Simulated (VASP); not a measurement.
# Si2Mo (C2/m) in VASP: single point with PBE

Aim: the single point of Si2Mo with PBE.

Program: VASP 6.6.1. These are calculated values, not measurements. Logs are shortened: lines on timing, memory, paths and dates and some standing lists are left out, and cuts for length are marked.

**1. The cell of the first run**

It takes space group C2/m (No. 12, monoclinic). The conventional cell has a = 8.505 Å, b = 3.217 Å, c = 3.217 Å, α = 90.00°, β = 112.22°, γ = 90.00°. Si (site symmetry m) has 9 Si at 2.50 to 3.22 Å and 5 Mo at 2.55 to 2.69 Å within 3.3 Å. Mo (site symmetry 2/m) has 10 Si at 2.55 to 2.69 Å and 4 Mo at 3.22 Å within 3.4 Å.

**2. Single point, PBE (atoms displaced along a vibrational mode)**

Input file INCAR:

```
SYSTEM = Si2Mo
PREC = Accurate
ENCUT = 520
EDIFF = 1E-6
ISMEAR = 0
SIGMA = 0.15
LREAL = .FALSE.
LASPH = .TRUE.
NELM = 100
ALGO = Normal
ISIF = 2
LWAVE = .FALSE.
LCHARG = .FALSE.
GGA = PE
NBANDS = 18
```

Input file KPOINTS:

```
Automatic mesh
0
G
  18 18 18
  0 0 0
```

Input file POSCAR:

```
Si2Mo
1.0
   -1.6084858705      1.6084858705      3.9366136217
    1.6084858705     -1.6084858705      3.9366136217
    1.6084858705      1.6084858705     -3.9366136217
Si Mo
2 1
Direct
    0.3350971189      0.2981058086     -0.0369913103
    0.6649028811      0.7018941914      0.0369913103
    0.0000000000      0.0000000000      0.0000000000
```

Potentials or basis: VASP PAW PBE potentials, release 64 (Si, Mo_sv).

Command:

```
$ cat potpaw_PBE.64/Si/POTCAR potpaw_PBE.64/Mo_sv/POTCAR > POTCAR
$ mpirun -np 1 vasp_std > vasp.out
```

OUTCAR:

```text
SYSTEM = Si2Mo
   PREC = Accurate
   ENCUT = 520
   EDIFF = 1E-6
   ISMEAR = 0
   LREAL = .FALSE.
   LASPH = .TRUE.
   NELM = 100
   ISIF = 2
   GGA = PE

 ion  position               nearest neighbor table
   1  0.335  0.298  0.963-   2 2.50   2 2.50   3 2.55   3 2.55   2 2.61   3 2.64   3 2.69   3 2.69
                             2 2.79   2 2.79
   2  0.665  0.702  0.037-   1 2.50   1 2.50   3 2.55   3 2.55   1 2.61   3 2.64   3 2.69   3 2.69
                             1 2.79   1 2.79
   3  0.000  0.000  0.000-   2 2.55   1 2.55   2 2.55   1 2.55   1 2.64   2 2.64   2 2.69   1 2.69
                             2 2.69   1 2.69

  LATTYP: Found a body centered tetragonal cell.
 ALAT       =     3.2169717410
 C/A-ratio  =     2.4474032964

  Lattice vectors:

 A1 = (  -1.6084858705,   1.6084858705,   3.9366136217)
 A2 = (   1.6084858705,  -1.6084858705,   3.9366136217)
 A3 = (   1.6084858705,   1.6084858705,  -3.9366136217)

Analysis of symmetry for initial positions (statically):
=====================================================================
 Subroutine PRICEL returns:
 Original cell was already a primitive cell.

 Routine SETGRP: Setting up the symmetry group for a
 body centered tetragonal supercell.

 Subroutine GETGRP returns: Found  4 space group operations
 (whereof  4 operations were pure point group operations)
 out of a pool of 16 trial point group operations.

The static configuration has the point symmetry C_2h.

Analysis of symmetry for dynamics (positions and initial velocities):
=====================================================================
 Subroutine PRICEL returns:
 Original cell was already a primitive cell.

 Routine SETGRP: Setting up the symmetry group for a
 body centered tetragonal supercell.

 Subroutine GETGRP returns: Found  4 space group operations
 (whereof  4 operations were pure point group operations)
 out of a pool of 16 trial point group operations.

The dynamic configuration has the point symmetry C_2h.

 Subroutine INISYM returns: Found  4 space group operations
 (whereof  4 operations are pure point group operations),
 and found     1 'primitive' translations

----------------------------------------------------------------------------------------

                                     Primitive cell

  volume of cell :      40.7396

  direct lattice vectors                    reciprocal lattice vectors
    -1.608485871  1.608485871  3.936613622     0.000000000  0.310851347  0.127012719
     1.608485871 -1.608485871  3.936613622     0.310851347  0.000000000  0.127012719
     1.608485871  1.608485871 -3.936613622     0.310851347  0.310851347  0.000000000
[... 90 lines left out ...]
   IBRION =     -1    ionic relax: 0-MD 1-quasi-New 2-CG
   NFREE  =      0    steps in history (QN), initial steepest desc. (CG)
   ISIF   =      2    stress and relaxation
   ISYM   =      2    0-nonsym 1-usesym 2-fastsym
   POTIM  = 0.5000    time-step for ionic-motion
   TEBEG  =    0.0;   TEEND  =   0.0 temperature during run
   PSTRESS=    0.0 pullay stress
   NELECT =      22.0000    total number of electrons
   NUPDOWN=      -1.0000    fix difference up-down
   EMIN   =  10.00;   EMAX   =-10.00  energy-range for DOS
   EFERMI =   0.00;   METHOD = LEGACY
   ISMEAR =     0;   SIGMA  =   0.15  broadening in eV -4-tet -1-fermi 0-gaus
   EFERMI_NEDOS =   21; number of points for ismear=-14 and -15
   IALGO  =     38    algorithm
   IMIX   =      4    mixing-type and parameters
     AMIX     =   0.40;   BMIX     =  1.00
     AMIX_MAG =   1.60;   BMIX_MAG =  1.00
  volume/ion in A,a.u.               =      13.58        91.64
  Fermi-wavevector in a.u.,A,eV,Ry     =   1.333143  2.519274 24.181218  1.777269
  Thomas-Fermi vector in A             =   2.462024
   LORBIT       =      0    0 simple, 1 ext, 2 COOP (PROOUT), +10 PAW based schemes
   GGA     = PE    functional components
   LHFCALC =     F    Hartree Fock is set to
   AEXX    =    0.0000 exact exchange contribution
   IVDW    =     0    specifies the selected vdW correction
   LEPSILON=     F    determine dielectric tensor
   LRPA    =     F    only Hartree local field effects (RPA)
 non-spin polarized calculation
 Gauss-broadening in eV      SIGMA  =   0.15
  energy-cutoff  :      520.00
  volume of cell :       40.74
 maximum number of plane-waves:      1134
 NGX is ok and might be reduce to    36
   NGX = 17   NGY = 17   NGZ = 17

 number of electron      22.0000000 magnetization

 Free energy of the ion-electron system (eV)
  ---------------------------------------------------
  ext. energy  EPLUGINS =         0.00000000
  ---------------------------------------------------
  free energy    TOTEN  =       -23.11277799 eV

  energy without entropy =      -23.10994456  energy(sigma->0) =      -23.11136128

 E-fermi :  12.0914     XC(G=0): -12.3616

 val. band max:       12.0906805433   @ k =  -0.2222  -0.3333   0.2222
 cond. band min:      12.0954906502   @ k =  -0.3333   0.4444   0.5000
 fundamental gap:      0.0048101069
 Fermi energy:        12.0913881992

 k-point     1 :       0.0000    0.0000    0.0000
  band No.  band energies     occupation
      1     -48.6678      2.00000
      2     -22.8525      2.00000
      3     -22.7507      2.00000
      4     -22.7006      2.00000
      5      -1.2838      2.00000
      6       5.7443      2.00000
[... 481 lines left out ...]
      5       1.6504      2.00000
      6       3.3393      2.00000
[... 10 lines left out ...]
     17      17.8964      0.00000
     18      19.2864      0.00000

 [... further k-points ...]

------------------------ aborting loop because EDIFF is reached ----------------------------------------

  FORCE on cell =-STRESS in cart. coord.  units (eV):
  Direction    XX          YY          ZZ          XY          YZ          ZX
  --------------------------------------------------------------------------------------
  -------------------------------------------------------------------------------------
  Total        0.2926583      0.7723393      0.4222023      0.0000000      0.0000000     -0.3853150
  in kB       11.5094381     30.3739617     16.6040458      0.0000000      0.0000000    -15.1533706
  external PRESSURE =      19.4958152 kB  Pullay stress =       0.0000000 kB

 VOLUME and BASIS-vectors are now :
 -----------------------------------------------------------------------------
  energy-cutoff  :      520.00
  volume of cell :       40.74
      direct lattice vectors                 reciprocal lattice vectors
    -1.608485871  1.608485871  3.936613622     0.000000000  0.310851347  0.127012719
     1.608485871 -1.608485871  3.936613622     0.310851347  0.000000000  0.127012719
     1.608485871  1.608485871 -3.936613622     0.310851347  0.310851347  0.000000000

 POSITION                                       TOTAL-FORCE (eV/Angst)
 -----------------------------------------------------------------------------------
      1.48949      1.60849     -1.29832         1.265319      0.000000      0.107404
      0.11900      0.00000      5.23493        -1.265319      0.000000     -0.107404
      0.00000      0.00000      0.00000        -0.000000      0.000000     -0.000000
 -----------------------------------------------------------------------------------
    total drift:                                0.000000     -0.000000     -0.000000

  FREE ENERGIE OF THE ION-ELECTRON SYSTEM (eV)
  ---------------------------------------------------
  free  energy   TOTEN  =       -23.1127779901 eV

  energy  without entropy=      -23.1099445599  energy(sigma->0) =      -23.11136128
```

OSZICAR:

```text
N       E                     dE             d eps       ncg     rms          rms(c)
DAV:   1     0.120742902102E+03    0.12074E+03   -0.11257E+04 55872   0.116E+03
DAV:   2    -0.209241962696E+02   -0.14167E+03   -0.13883E+03 66572   0.298E+02
DAV:   3    -0.240199898028E+02   -0.30958E+01   -0.30639E+01 69504   0.392E+01
DAV:   4    -0.240380654106E+02   -0.18076E-01   -0.18052E-01 65886   0.324E+00
DAV:   5    -0.240381908612E+02   -0.12545E-03   -0.12544E-03 65390   0.284E-01    0.211E+01
DAV:   6    -0.232845444522E+02    0.75365E+00   -0.60856E+00 58868   0.158E+01    0.461E+00
DAV:   7    -0.231490692138E+02    0.13548E+00   -0.97108E-01 58170   0.583E+00    0.443E+00
DAV:   8    -0.231135266989E+02    0.35543E-01   -0.10570E-01 60668   0.238E+00    0.459E-01
DAV:   9    -0.231128512104E+02    0.67549E-03   -0.22288E-03 67218   0.371E-01    0.254E-01
DAV:  10    -0.231127946803E+02    0.56530E-04   -0.60573E-04 62408   0.200E-01    0.540E-02
DAV:  11    -0.231127803037E+02    0.14377E-04   -0.17143E-04 60452   0.955E-02    0.398E-02
DAV:  12    -0.231127785379E+02    0.17658E-05   -0.19597E-05 59904   0.303E-02    0.757E-03
DAV:  13    -0.231127779901E+02    0.54782E-06   -0.78314E-07 31822   0.742E-03
   1 F= -.23112778E+02 E0= -.23111361E+02  d E =-.283343E-02
```

stdout:

```text
POSCAR found type information on POSCAR SiMo
 POSCAR found :  2 types and       3 ions
 scaLAPACK will be used
 LDA part: xc-table for (Slater+PW92), standard interpolation
 POSCAR, INCAR and KPOINTS ok, starting setup
 FFT: planning ... GRIDC
 FFT: planning ... GRID_SOFT
 FFT: planning ... GRID
 WAVECAR not read
 entering main loop
```

It took 10 min on 1 thread of Intel Xeon 6975P-C (Granite Rapids), shared host; peak memory 1.1 GiB.

Results:

```
Free energy            : -23.1128 eV
Pressure               : 1.9 GPa
Largest force          : 1.270 eV/Å
Band gap on the k mesh : zero (bands 11 and 12 overlap by 0.84 eV)
```

Forces on the atoms (eV/Å):
```
Si   1.265  0.000  0.107
Si  -1.265  0.000 -0.107
Mo   0.000  0.000  0.000
```

Stress tensor (GPa, compression positive):
```
 1.15  0.00 -1.52
 0.00  3.04  0.00
-1.52  0.00  1.66
```

Levels at points of the mesh, in eV from the Fermi level:
| k point | band 9 | band 10 | band 11 | band 12 | band 13 | band 14 |
| --- | --- | --- | --- | --- | --- | --- |
| (0.00, 0.00, 0.00) | -2.72 | -2.52 | 0.37 | 2.57 | 3.11 | 3.47 |
| (0.50, 0.00, 0.00) | -2.73 | -2.39 | -0.47 | 2.17 | 3.09 | 3.90 |
| (0.00, 0.50, 0.00) | -2.80 | -2.48 | -0.48 | 2.21 | 3.74 | 3.89 |
| (0.50, 0.00, 0.50) | -2.63 | -2.45 | -0.55 | 2.19 | 2.19 | 3.94 |
| (0.50, 0.50, 0.00) | -4.42 | -2.98 | -1.27 | 2.23 | 2.61 | 3.04 |
| (0.50, 0.50, 0.50) | -0.72 | -0.58 | -0.52 | -0.39 | 0.53 | 4.58 |

Caveat: the cell differs from its parent crystal (atoms displaced along a vibrational mode); forces of over 1 eV/Å act on the atoms, so gaps and moduli don't describe the material at rest.
